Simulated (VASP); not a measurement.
# Fe (Fd-3m) in VASP: single point with PBEsol

Aim: the single point of Fe with PBEsol.

Everything below comes from runs of VASP 6.6.1. Logs are shortened: lines on timing, memory, paths and dates and some standing lists are left out, and cuts for length are marked.

## (1) The cell of the first run

The structure is cubic, space group Fd-3m (No. 227). Conventional cell: a = 4.804 Å, b = 4.804 Å, c = 4.804 Å, α = 90.00°, β = 90.00°, γ = 90.00°. Fe (site symmetry -43m) has 4 Fe at 2.08 Å within 2.8 Å.

## (2) Single point, PBEsol

INCAR

```
PREC     = Accurate       # precision mode
ENCUT    = 520            # plane-wave cutoff, eV
EDIFF    = 1E-6           # SCF threshold, eV
ISMEAR   = -1             # smearing method
SIGMA    = 0.13605693000000002 # smearing width, eV
LREAL    = False          # projectors in reciprocal space
LASPH    = True           # aspherical terms in the spheres
NELM     = 60             # most SCF steps
ALGO     = Normal         # electronic algorithm
ISIF     = 2              # what is computed and relaxed
LWAVE    = False          # write WAVECAR
LCHARG   = False          # write CHGCAR
GGA      = PS             # functional
NBANDS   = 15             # bands
```

KPOINTS

```
Automatic mesh
0
Gamma
  10 10 10
```

POSCAR

```
Fe
1.0
    0.0000000000      2.4019659817      2.4019659817
    2.4019659817      0.0000000000      2.4019659817
    2.4019659817      2.4019659817      0.0000000000
Fe
2
Direct
    0.0000000000      0.0000000000      0.0000000000
    0.2500000000      0.2500000000      0.2500000000
```

Potentials or basis: VASP PAW PBE potentials, release 64 (Fe).

Started as:

```bash
cat potpaw_PBE.64/Fe/POTCAR > POTCAR
mpirun -np 1 vasp_std > vasp.out
```

OUTCAR:

```text
PREC = Accurate
   ENCUT = 520
   EDIFF = 1E-6
   ISMEAR = -1
   LREAL = False
   LASPH = True
   NELM = 60
   ISIF = 2
   GGA = PS

 ion  position               nearest neighbor table
   1  0.000  0.000  0.000-   2 2.08   2 2.08   2 2.08   2 2.08
   2  0.250  0.250  0.250-   1 2.08   1 2.08   1 2.08   1 2.08

  LATTYP: Found a face centered cubic cell.
 ALAT       =     4.8039319634

  Lattice vectors:

 A1 = (   0.0000000000,   2.4019659817,   2.4019659817)
 A2 = (   2.4019659817,   0.0000000000,   2.4019659817)
 A3 = (   2.4019659817,   2.4019659817,   0.0000000000)

Analysis of symmetry for initial positions (statically):
=====================================================================
 Subroutine PRICEL returns:
 Original cell was already a primitive cell.

 Routine SETGRP: Setting up the symmetry group for a
 face centered cubic supercell.

 Subroutine GETGRP returns: Found 48 space group operations
 (whereof 24 operations were pure point group operations)
 out of a pool of 48 trial point group operations.

The static configuration has the point symmetry T_d .
 The point group associated with its full space group is O_h .

Analysis of symmetry for dynamics (positions and initial velocities):
=====================================================================
 Subroutine PRICEL returns:
 Original cell was already a primitive cell.

 Routine SETGRP: Setting up the symmetry group for a
 face centered cubic supercell.

 Subroutine GETGRP returns: Found 48 space group operations
 (whereof 24 operations were pure point group operations)
 out of a pool of 48 trial point group operations.

The dynamic configuration has the point symmetry T_d .
 The point group associated with its full space group is O_h .

 Subroutine INISYM returns: Found 48 space group operations
 (whereof 24 operations are pure point group operations),
 and found     1 'primitive' translations

----------------------------------------------------------------------------------------

                                     Primitive cell

  volume of cell :      27.7160

  direct lattice vectors                    reciprocal lattice vectors
     0.000000000  2.401965982  2.401965982    -0.208162815  0.208162815  0.208162815
     2.401965982  0.000000000  2.401965982     0.208162815 -0.208162815  0.208162815
     2.401965982  2.401965982  0.000000000     0.208162815  0.208162815 -0.208162815

  length of vectors
     3.396892868  3.396892868  3.396892868     0.360548572  0.360548572  0.360548572

  position of ions in fractional coordinates (direct lattice)
     0.000000000  0.000000000  0.000000000
     0.250000000  0.250000000  0.250000000

  ion indices of the primitive-cell ions
   primitive index   ion index
                 1           1
                 2           2

----------------------------------------------------------------------------------------

 KPOINTS: Automatic mesh

Automatic generation of k-mesh.
 Grid dimensions read from file:
 generate k-points for:   10   10   10

 Generating k-lattice:

  Cartesian coordinates                     Fractional coordinates (reciprocal lattice)
    -0.020816281  0.020816281  0.020816281     0.100000000  0.000000000  0.000000000
     0.020816281 -0.020816281  0.020816281     0.000000000  0.100000000  0.000000000
     0.020816281  0.020816281 -0.020816281     0.000000000  0.000000000  0.100000000

  Length of vectors
     0.036054857  0.036054857  0.036054857

  Shift w.r.t. Gamma in fractional coordinates (k-lattice)
     0.000000000  0.000000000  0.000000000

 Subroutine IBZKPT returns following result:
 ===========================================

 Found     47 irreducible k-points:

 Following reciprocal coordinates:
            Coordinates               Weight
  0.000000  0.000000  0.000000      1.000000
  0.100000  0.000000  0.000000      8.000000
  0.200000  0.000000  0.000000      8.000000
  0.300000  0.000000  0.000000      8.000000
  0.400000  0.000000  0.000000      8.000000
  0.500000  0.000000  0.000000      4.000000
[... 16 lines left out ...]
  0.300000  0.300000  0.000000      6.000000
  0.400000  0.300000  0.000000     24.000000
 [... further k-points ...]
   k-points           NKPTS =     47   k-points in BZ     NKDIM =     47   number of bands    NBANDS=     15
   number of dos      NEDOS =    301   number of ions     NIONS =      2
   total plane-waves  NPLWV =  21952
   dimension x,y,z NGX =    28 NGY =   28 NGZ =   28
   dimension x,y,z NGXF=    56 NGYF=   56 NGZF=   56
   ions per type =               2
   NGX,Y,Z   is equivalent  to a cutoff of  13.70, 13.70, 13.70 a.u.
   NGXF,Y,Z  is equivalent  to a cutoff of  27.41, 27.41, 27.41 a.u.
 SYSTEM =  unknown system
   PREC   = accura    normal or accurate (medium, high low for compatibility)
   ISTART =      0    job   : 0-new  1-cont  2-samecut
   ICHARG =      2    charge: 1-file 2-atom 10-const
   ISPIN  =      1    spin polarized calculation?
   LNONCOLLINEAR =      F non collinear calculations
   LSORBIT =      F    spin-orbit coupling
   LASPH  =      T    aspherical Exc in radial PAW
   ENCUT  =  520.0 eV  38.22 Ry    6.18 a.u.   6.32  6.32  6.32*2*pi/ulx,y,z
   NELM   =     60;   NELMIN=  2; NELMDL= -5     # of ELM steps
   EDIFF  = 0.1E-05   stopping-criterion for ELM
   LREAL  =      F    real-space projection
   EDIFFG = 0.1E-04   stopping-criterion for IOM
   NSW    =      0    number of steps for IOM
   IBRION =     -1    ionic relax: 0-MD 1-quasi-New 2-CG
   NFREE  =      0    steps in history (QN), initial steepest desc. (CG)
   ISIF   =      2    stress and relaxation
   ISYM   =      2    0-nonsym 1-usesym 2-fastsym
   POTIM  = 0.5000    time-step for ionic-motion
   TEBEG  =    0.0;   TEEND  =   0.0 temperature during run
   PSTRESS=    0.0 pullay stress
   NELECT =      16.0000    total number of electrons
   NUPDOWN=      -1.0000    fix difference up-down
   EMIN   =  10.00;   EMAX   =-10.00  energy-range for DOS
   EFERMI =   0.00;   METHOD = LEGACY
   ISMEAR =    -1;   SIGMA  =   0.14  broadening in eV -4-tet -1-fermi 0-gaus
   EFERMI_NEDOS =   21; number of points for ismear=-14 and -15
   IALGO  =     38    algorithm
   IMIX   =      4    mixing-type and parameters
     AMIX     =   0.40;   BMIX     =  1.00
     AMIX_MAG =   1.60;   BMIX_MAG =  1.00
  volume/ion in A,a.u.               =      13.86        93.52
  Fermi-wavevector in a.u.,A,eV,Ry     =   1.363132  2.575946 25.281385  1.858129
  Thomas-Fermi vector in A             =   2.489562
   LORBIT       =      0    0 simple, 1 ext, 2 COOP (PROOUT), +10 PAW based schemes
   GGA     = PS    functional components
   LHFCALC =     F    Hartree Fock is set to
   AEXX    =    0.0000 exact exchange contribution
   IVDW    =     0    specifies the selected vdW correction
   LEPSILON=     F    determine dielectric tensor
   LRPA    =     F    only Hartree local field effects (RPA)
 non-spin polarized calculation
  energy-cutoff  :      520.00
  volume of cell :       27.72
 maximum number of plane-waves:       763
 NGX is ok and might be reduce to    28
   NGX = 13   NGY = 13   NGZ = 13

 number of electron      16.0000005 magnetization

 Free energy of the ion-electron system (eV)
  ---------------------------------------------------
  ext. energy  EPLUGINS =         0.00000000
  ---------------------------------------------------
  free energy    TOTEN  =       -15.38386322 eV

  energy without entropy =      -15.23756930  energy(sigma->0) =      -15.31071626

 E-fermi :   3.8088     XC(G=0): -11.9111

 val. band max:        3.7957386138   @ k =   0.3000   0.2000   0.0000
 cond. band min:       3.8341684294   @ k =   0.4000   0.0000   0.0000
 fundamental gap:      0.0384298156
 Fermi energy:         3.8087944491

 k-point     1 :       0.0000    0.0000    0.0000
  band No.  band energies     occupation
      1      -3.0992      2.00000
      2       0.8810      2.00000
      3       0.8810      2.00000
      4       1.2330      2.00000
      5       1.2330      2.00000
      6       1.2330      2.00000
      7       3.3770      1.91965
      8       3.3770      1.91965
      9       3.3770      1.91965
     10       5.1180      0.00013
     11       5.1180      0.00013
     12      18.4920      0.00000
     13      18.4920      0.00000
     14      18.4920      0.00000
     15      18.7402      0.00000

 k-point     2 :       0.1000    0.0000    0.0000
  band No.  band energies     occupation
      1      -2.8865      2.00000
      2       0.7789      2.00000
      3       0.7789      2.00000
      4       1.2460      2.00000
      5       1.3911      2.00000
      6       1.3911      2.00000
      7       3.2570      1.96595
      8       3.3619      1.92777
      9       3.3619      1.92777
     10       5.1163      0.00013
     11       5.1163      0.00013
     12      15.4575      0.00000
     13      17.3834      0.00000
     14      17.3834      0.00000
     15      18.8710      0.00000

 k-point     3 :       0.2000    0.0000    0.0000
  band No.  band energies     occupation
      1      -2.2724      2.00000
      2       0.6909      2.00000
      3       0.6909      2.00000
      4       1.3055      2.00000
      5       1.5855      2.00000
      6       1.5855      2.00000
      7       2.9252      1.99698
      8       3.3812      1.91724
      9       3.3812      1.91724
     10       5.0980      0.00015
     11       5.0980      0.00015
     12      12.3769      0.00000
     13      16.3803      0.00000
     14      16.3803      0.00000
     15      17.9863      0.00000

 k-point     4 :       0.3000    0.0000    0.0000
  band No.  band energies     occupation
      1      -1.3440      2.00000
      2       0.7187      2.00000
      3       0.7187      2.00000
      4       1.4240      2.00000
      5       1.5898      2.00000
      6       1.5898      2.00000
      7       2.5018      1.99987
      8       3.5531      1.73511
      9       3.5531      1.73511
     10       5.0365      0.00024
     11       5.0365      0.00024
     12       9.6240      0.00000
     13      15.5992      0.00000
     14      15.5992      0.00000
     15      17.2768      0.00000
[... 307 lines left out ...]
 k-point    22 :      -0.2000    0.2000    0.0000
  band No.  band energies     occupation
      1      -1.0731      2.00000
      2       0.4786      2.00000
      3       0.9305      2.00000
      4       1.1776      2.00000
      5       1.5431      2.00000
      6       2.0887      1.99999
      7       2.6950      1.99944
      8       3.0360      1.99320
      9       4.0782      0.24267
     10       4.5798      0.00690
     11       5.2981      0.00004
     12      10.7640      0.00000
     13      10.9189      0.00000
     14      15.9635      0.00000
     15      17.0770      0.00000

 k-point    23 :       0.3000    0.3000    0.0000
  band No.  band energies     occupation
      1      -0.7629      2.00000
      2      -0.0186      2.00000
      3       1.3124      2.00000
      4       1.3124      2.00000
      5       1.6439      2.00000
      6       1.7623      2.00000
      7       2.3708      1.99995
      8       4.1480      0.15267
      9       4.1480      0.15267
     10       4.2654      0.06739
     11       5.3538      0.00002
     12      11.5647      0.00000
     13      11.5647      0.00000
     14      12.1922      0.00000
     15      15.5655      0.00000

 k-point    24 :       0.4000    0.3000    0.0000
  band No.  band energies     occupation
      1      -0.1276      2.00000
      2      -0.0409      2.00000
      3       1.2873      2.00000
      4       1.3331      2.00000
      5       1.5688      2.00000
      6       1.9803      2.00000
      7       2.4917      1.99987
      8       3.9285      0.58634
      9       4.3926      0.02702
     10       4.5346      0.00960
     11       5.4125      0.00002
     12       9.7761      0.00000
     13      10.6615      0.00000
     14      10.9034      0.00000
     15      15.6652      0.00000

 [... further k-points ...]
[... 5 lines left out ...]
  --------------------------------------------------------------------------------------
  -------------------------------------------------------------------------------------
  Total       -0.2020195     -0.2020195     -0.2020195     -0.0000000      0.0000000      0.0000000
  in kB      -11.6781299    -11.6781299    -11.6781299     -0.0000000      0.0000000      0.0000000
  external PRESSURE =     -11.6781299 kB  Pullay stress =       0.0000000 kB

 VOLUME and BASIS-vectors are now :
 -----------------------------------------------------------------------------
  energy-cutoff  :      520.00
  volume of cell :       27.72
      direct lattice vectors                 reciprocal lattice vectors
     0.000000000  2.401965982  2.401965982    -0.208162815  0.208162815  0.208162815
     2.401965982  0.000000000  2.401965982     0.208162815 -0.208162815  0.208162815
     2.401965982  2.401965982  0.000000000     0.208162815  0.208162815 -0.208162815

 POSITION                                       TOTAL-FORCE (eV/Angst)
 -----------------------------------------------------------------------------------
      0.00000      0.00000      0.00000         0.000000      0.000000      0.000000
      1.20098      1.20098      1.20098        -0.000000     -0.000000     -0.000000
 -----------------------------------------------------------------------------------
    total drift:                                0.000000      0.000000      0.000000

  FREE ENERGIE OF THE ION-ELECTRON SYSTEM (eV)
  ---------------------------------------------------
  free  energy   TOTEN  =       -15.3838632197 eV

  energy  without entropy=      -15.2375692999  energy(sigma->0) =      -15.31071626
```

Run time: 11 s. Hardware: 1 thread of Intel Xeon 6975P-C (Granite Rapids), shared host; peak memory 0.15 GiB.

Results:

```
Free energy            : -15.3839 eV
Pressure               : -1.2 GPa
Band gap on the k mesh : zero (band 8 reaches 4.15 eV, above the bottom of band 9 at 3.36 eV)
```

Levels at points of the mesh, in eV from the Fermi level:
```
           k point  band 5  band 6  band 7  band 8  band 9  band 10  band 11  band 12
(0.00, 0.00, 0.00)   -2.58   -2.58   -0.43   -0.43   -0.43     1.31     1.31    14.68
(0.50, 0.00, 0.00)   -2.60   -2.60   -1.14    0.18    0.18     1.04     1.04     2.61
(0.50, 0.50, 0.00)   -1.41   -1.41   -0.79   -0.79    1.25     1.25     2.84     2.84
```

Caveat: the PAW data sets were made with another functional, which shifts forces and pressure a little; the run has no spin polarisation, though such a crystal can be magnetic. Spin polarisation is off, so any magnetic state and its effect on volume and gap are missing.
